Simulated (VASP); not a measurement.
# CdS (P6_3mc) in VASP: further runs

Runs on CdS. Level: r2SCAN. Tasks: single point.

Program: VASP 6.6.1. These are calculated values, not measurements. Logs are shortened: lines on timing, memory, paths and dates and some standing lists are left out, and cuts for length are marked.

**1. The cell of the first run**

Symmetry: P6_3mc, No. 186, hexagonal system. The conventional cell has a = 4.125 Å, b = 4.125 Å, c = 6.709 Å, α = 90.00°, β = 90.00°, γ = 120.00°. Within 3.3 Å of Cd (site symmetry 3m) lie 4 S at 2.52 to 2.53 Å. S (site symmetry 3m) has 4 Cd at 2.52 to 2.53 Å within 3.3 Å.

**2. Single point, r2SCAN**

POSCAR

```
CdS
1.0
    4.1245340209      0.0000000000      0.0000000000
   -2.0622670104      3.5719512409      0.0000000000
    0.0000000000      0.0000000000      6.7092066446
Cd S
2 2
Direct
    0.3333333333      0.6666666667      0.0001786402
    0.6666666667      0.3333333333      0.5001786402
    0.3333333333      0.6666666667      0.3768213598
    0.6666666667      0.3333333333      0.8768213598
```

INCAR.step1

```
PREC = Accurate ; ENCUT = 520
ISMEAR = 0 ; SIGMA = 0.01
LREAL = F ; LASPH = T
NELM = 80 ; NBANDS = 26
GGA = PE ; ALGO = Normal
EDIFF = 1E-4 ; LWAVE = T
LCHARG = F
```

INCAR.step2

```
PREC = Accurate ; ENCUT = 520
EDIFF = 1E-6 ; ISMEAR = 0
SIGMA = 0.01 ; LREAL = F
LASPH = T ; NELM = 80
ALGO = Normal ; ISIF = 2
LWAVE = F ; LCHARG = T
METAGGA = R2SCAN ; LMIXTAU = T
LELF = T ; LVHAR = T
NBANDS = 26 ; ISTART = 1
```

KPOINTS

```
Automatic mesh
0
Gamma
  9 9 4
```

Potentials or basis: VASP PAW PBE potentials, release 64 (Cd, S).

Run with:

```sh
cat potpaw_PBE.64/Cd/POTCAR potpaw_PBE.64/S/POTCAR > POTCAR
cp INCAR.step1 INCAR
mpirun -np 1 vasp_std > vasp.out
cp INCAR.step2 INCAR
mpirun -np 1 vasp_std > vasp.out
```

OUTCAR:

```text
PREC = Accurate
   ENCUT = 520
   EDIFF = 1E-6
   ISMEAR = 0
   LREAL = F
   LASPH = T
   NELM = 80
   ISIF = 2
   METAGGA = R2SCAN
   ISTART = 1

 ion  position               nearest neighbor table
   1  0.333  0.667  0.000-   4 2.52   4 2.52   4 2.52   3 2.53
   2  0.667  0.333  0.500-   3 2.52   3 2.52   3 2.52   4 2.53
   3  0.333  0.667  0.377-   2 2.52   2 2.52   2 2.52   1 2.53
   4  0.667  0.333  0.877-   1 2.52   1 2.52   1 2.52   2 2.53

  LATTYP: Found a hexagonal cell.
 ALAT       =     4.1245340209
 C/A-ratio  =     1.6266580929

  Lattice vectors:

 A1 = (   4.1245340209,   0.0000000000,   0.0000000000)
 A2 = (  -2.0622670104,   3.5719512409,   0.0000000000)
 A3 = (   0.0000000000,   0.0000000000,   6.7092066446)

Analysis of symmetry for initial positions (statically):
=====================================================================
 Subroutine PRICEL returns:
 Original cell was already a primitive cell.

 Routine SETGRP: Setting up the symmetry group for a
 hexagonal supercell.

 Subroutine GETGRP returns: Found 12 space group operations
 (whereof  6 operations were pure point group operations)
 out of a pool of 24 trial point group operations.

The static configuration has the point symmetry C_3v.
 The point group associated with its full space group is C_6v.

Analysis of symmetry for dynamics (positions and initial velocities):
=====================================================================
 Subroutine PRICEL returns:
 Original cell was already a primitive cell.

 Routine SETGRP: Setting up the symmetry group for a
 hexagonal supercell.

 Subroutine GETGRP returns: Found 12 space group operations
 (whereof  6 operations were pure point group operations)
 out of a pool of 24 trial point group operations.

The dynamic configuration has the point symmetry C_3v.
 The point group associated with its full space group is C_6v.

 Subroutine INISYM returns: Found 12 space group operations
 (whereof  6 operations are pure point group operations),
 and found     1 'primitive' translations

----------------------------------------------------------------------------------------

                                     Primitive cell

  volume of cell :      98.8443

  direct lattice vectors                    reciprocal lattice vectors
     4.124534021  0.000000000  0.000000000     0.242451631  0.139979514  0.000000000
    -2.062267010  3.571951241  0.000000000     0.000000000  0.279959029  0.000000000
     0.000000000  0.000000000  6.709206645     0.000000000  0.000000000  0.149048919

  length of vectors
     4.124534021  4.124534021  6.709206645     0.279959029  0.279959029  0.149048919

  position of ions in fractional coordinates (direct lattice)
     0.333333333  0.666666667  0.000178640
     0.666666667  0.333333333  0.500178640
     0.333333333  0.666666667  0.376821360
     0.666666667  0.333333333  0.876821360

  ion indices of the primitive-cell ions
   primitive index   ion index
                 1           1
                 2           2
                 3           3
                 4           4

----------------------------------------------------------------------------------------

 KPOINTS: Automatic mesh

Automatic generation of k-mesh.
 Grid dimensions read from file:
 generate k-points for:    9    9    4

 Generating k-lattice:

  Cartesian coordinates                     Fractional coordinates (reciprocal lattice)
     0.026939070  0.015553279  0.000000000     0.111111111  0.000000000  0.000000000
     0.000000000  0.031106559  0.000000000     0.000000000  0.111111111  0.000000000
     0.000000000  0.000000000  0.037262230     0.000000000  0.000000000  0.250000000

  Length of vectors
     0.031106559  0.031106559  0.037262230

  Shift w.r.t. Gamma in fractional coordinates (k-lattice)
     0.000000000  0.000000000  0.000000000

 Subroutine IBZKPT returns following result:
 ===========================================

 Found     36 irreducible k-points:

 Following reciprocal coordinates:
            Coordinates               Weight
  0.000000  0.000000  0.000000      1.000000
  0.111111 -0.000000  0.000000      6.000000
  0.222222 -0.000000  0.000000      6.000000
  0.333333  0.000000  0.000000      6.000000
  0.444444 -0.000000  0.000000      6.000000
  0.111111  0.111111  0.000000      6.000000
[... 16 lines left out ...]
  0.333333  0.222222  0.250000     24.000000
  0.333333  0.333333  0.250000      4.000000
 [... further k-points ...]
   k-points           NKPTS =     36   k-points in BZ     NKDIM =     36   number of bands    NBANDS=     26
   number of dos      NEDOS =    301   number of ions     NIONS =      4
   total plane-waves  NPLWV =  51200
   dimension x,y,z NGX =    32 NGY =   32 NGZ =   50
   dimension x,y,z NGXF=    64 NGYF=   64 NGZF=  100
   ions per type =               2   2
   NGX,Y,Z   is equivalent  to a cutoff of  12.90, 12.90, 12.39 a.u.
   NGXF,Y,Z  is equivalent  to a cutoff of  25.80, 25.80, 24.78 a.u.
 SYSTEM =  unknown system
   PREC   = accura    normal or accurate (medium, high low for compatibility)
   ISTART =      1    job   : 0-new  1-cont  2-samecut
   ICHARG =      0    charge: 1-file 2-atom 10-const
   ISPIN  =      1    spin polarized calculation?
   LNONCOLLINEAR =      F non collinear calculations
   LSORBIT =      F    spin-orbit coupling
   LASPH  =      T    aspherical Exc in radial PAW
   ENCUT  =  520.0 eV  38.22 Ry    6.18 a.u.   7.67  7.67 12.47*2*pi/ulx,y,z
   NELM   =     80;   NELMIN=  2; NELMDL=  0     # of ELM steps
   EDIFF  = 0.1E-05   stopping-criterion for ELM
   LREAL  =      F    real-space projection
   EDIFFG = 0.1E-04   stopping-criterion for IOM
   NSW    =      0    number of steps for IOM
   IBRION =     -1    ionic relax: 0-MD 1-quasi-New 2-CG
   NFREE  =      0    steps in history (QN), initial steepest desc. (CG)
   ISIF   =      2    stress and relaxation
   ISYM   =      2    0-nonsym 1-usesym 2-fastsym
   POTIM  = 0.5000    time-step for ionic-motion
   TEBEG  =    0.0;   TEEND  =   0.0 temperature during run
   PSTRESS=    0.0 pullay stress
   NELECT =      36.0000    total number of electrons
   NUPDOWN=      -1.0000    fix difference up-down
   EMIN   =  10.00;   EMAX   =-10.00  energy-range for DOS
   EFERMI =   0.00;   METHOD = LEGACY
   ISMEAR =     0;   SIGMA  =   0.01  broadening in eV -4-tet -1-fermi 0-gaus
   EFERMI_NEDOS =   21; number of points for ismear=-14 and -15
   IALGO  =     38    algorithm
   IMIX   =      4    mixing-type and parameters
     AMIX     =   0.40;   BMIX     =  1.00
     AMIX_MAG =   1.60;   BMIX_MAG =  1.00
  volume/ion in A,a.u.               =      24.71       166.76
  Fermi-wavevector in a.u.,A,eV,Ry     =   1.169118  2.209313 18.596956  1.366838
  Thomas-Fermi vector in A             =   2.305596
   LORBIT       =      0    0 simple, 1 ext, 2 COOP (PROOUT), +10 PAW based schemes
   METAGGA = R2SCAN    functional components
   LHFCALC =     F    Hartree Fock is set to
   AEXX    =    0.0000 exact exchange contribution
   IVDW    =     0    specifies the selected vdW correction
   LEPSILON=     F    determine dielectric tensor
   LRPA    =     F    only Hartree local field effects (RPA)
 non-spin polarized calculation
 Gauss-broadening in eV      SIGMA  =   0.01
  energy-cutoff  :      520.00
  volume of cell :       98.84
 maximum number of plane-waves:      2695
 NGX is ok and might be reduce to    32
   NGX = 15   NGY = 15   NGZ = 25

 number of electron      35.9999994 magnetization

 Free energy of the ion-electron system (eV)
  ---------------------------------------------------
  ext. energy  EPLUGINS =         0.00000000
  ---------------------------------------------------
  free energy    TOTEN  =       -59.36159479 eV

  energy without entropy =      -59.36159479  energy(sigma->0) =      -59.36159479

 E-fermi :   1.1732     XC(G=0):  -9.7465

 val. band max:        1.0816785544   @ k =   0.0000   0.0000   0.0000
 cond. band min:       2.7754342977   @ k =   0.0000   0.0000   0.0000
 fundamental gap:      1.6937557432
 Fermi energy:         1.1731756332

 k-point     1 :       0.0000    0.0000    0.0000
  band No.  band energies     occupation
      1     -11.8225      2.00000
      2     -11.3832      2.00000
      3      -6.8772      2.00000
      4      -6.8711      2.00000
      5      -6.8711      2.00000
      6      -6.7780      2.00000
[... 18 lines left out ...]
     25       9.2264      0.00000
     26       9.2748      0.00000

 k-point     2 :       0.1111   -0.0000    0.0000
  band No.  band energies     occupation
      1     -11.7777      2.00000
      2     -11.3634      2.00000
      3      -6.8634      2.00000
      4      -6.8517      2.00000
      5      -6.8343      2.00000
      6      -6.7554      2.00000
[... 18 lines left out ...]
     25       9.1630      0.00000
     26       9.5089      0.00000

 k-point     3 :       0.2222   -0.0000    0.0000
  band No.  band energies     occupation
      1     -11.6603      2.00000
      2     -11.3163      2.00000
      3      -6.8221      2.00000
      4      -6.8071      2.00000
      5      -6.7351      2.00000
      6      -6.6820      2.00000
[... 18 lines left out ...]
     25       9.4661      0.00000
     26      10.1349      0.00000

 k-point     4 :       0.3333    0.0000    0.0000
  band No.  band energies     occupation
      1     -11.5168      2.00000
      2     -11.2720      2.00000
      3      -6.7856      2.00000
      4      -6.7673      2.00000
      5      -6.6314      2.00000
      6      -6.6040      2.00000
[... 18 lines left out ...]
     25       9.8601      0.00000
     26      10.6091      0.00000
[... 496 lines left out ...]
      1     -11.4158      2.00000
      2     -11.2820      2.00000
      3      -6.7531      2.00000
      4      -6.7269      2.00000
      5      -6.6328      2.00000
      6      -6.6075      2.00000
[... 18 lines left out ...]
     25       9.5409      0.00000
     26      10.6921      0.00000

 k-point    23 :       0.3333    0.2222    0.2500
  band No.  band energies     occupation
      1     -11.3357      2.00000
      2     -11.2689      2.00000
      3      -6.7495      2.00000
      4      -6.6925      2.00000
      5      -6.6188      2.00000
      6      -6.5721      2.00000
[... 18 lines left out ...]
     25      10.2260      0.00000
     26      10.9778      0.00000

 k-point    24 :       0.3333    0.3333    0.2500
  band No.  band energies     occupation
      1     -11.2865      2.00000
      2     -11.2865      2.00000
      3      -6.7533      2.00000
      4      -6.6421      2.00000
      5      -6.6421      2.00000
      6      -6.5621      2.00000
[... 18 lines left out ...]
     25      10.8812      0.00000
     26      11.2899      0.00000

 [... further k-points ...]

------------------------ aborting loop because EDIFF is reached ----------------------------------------

  FORCE on cell =-STRESS in cart. coord.  units (eV):
  Direction    XX          YY          ZZ          XY          YZ          ZX
  --------------------------------------------------------------------------------------
  -------------------------------------------------------------------------------------
  Total        1.3139126      1.3139126      1.2894306      0.0000000      0.0000000      0.0000000
  in kB       21.2973449     21.2973449     20.9005151      0.0000000      0.0000000      0.0000000
  external PRESSURE =      21.1650683 kB  Pullay stress =       0.0000000 kB

 VOLUME and BASIS-vectors are now :
 -----------------------------------------------------------------------------
  energy-cutoff  :      520.00
  volume of cell :       98.84
      direct lattice vectors                 reciprocal lattice vectors
     4.124534021  0.000000000  0.000000000     0.242451631  0.139979514  0.000000000
    -2.062267010  3.571951241  0.000000000     0.000000000  0.279959029  0.000000000
     0.000000000  0.000000000  6.709206645     0.000000000  0.000000000  0.149048919

 POSITION                                       TOTAL-FORCE (eV/Angst)
 -----------------------------------------------------------------------------------
     -0.00000      2.38130      0.00120        -0.000000     -0.000000      0.001764
      2.06227      1.19065      3.35580         0.000000     -0.000000      0.001764
     -0.00000      2.38130      2.52817         0.000000     -0.000000     -0.001764
      2.06227      1.19065      5.88278        -0.000000      0.000000     -0.001764
 -----------------------------------------------------------------------------------
    total drift:                               -0.000000     -0.000000     -0.002665

  FREE ENERGIE OF THE ION-ELECTRON SYSTEM (eV)
  ---------------------------------------------------
  free  energy   TOTEN  =       -59.3615947894 eV

  energy  without entropy=      -59.3615947894  energy(sigma->0) =      -59.36159479
```

Run time: 8.1 min. Hardware: 1 thread of Intel Xeon 8259CL, shared host; peak memory 0.27 GiB.

Results:

* Free energy: -59.3616 eV
* Pressure: 2.1 GPa
* Band gap on the k mesh: 1.69 eV

Levels at points of the mesh, in eV from the valence-band top:
```tsv
k point	band 16	band 17	band 18	band 19	band 20	band 21
(0.00, 0.00, 0.00)	-0.05	0.00	0.00	1.69	3.27	6.99
(0.00, 0.00, 0.50)	-0.40	-0.40	-0.40	3.33	3.33	6.65
```

Caveat: the PAW data sets were made with another functional, which shifts forces and pressure a little.

[end of part 1 of 3]
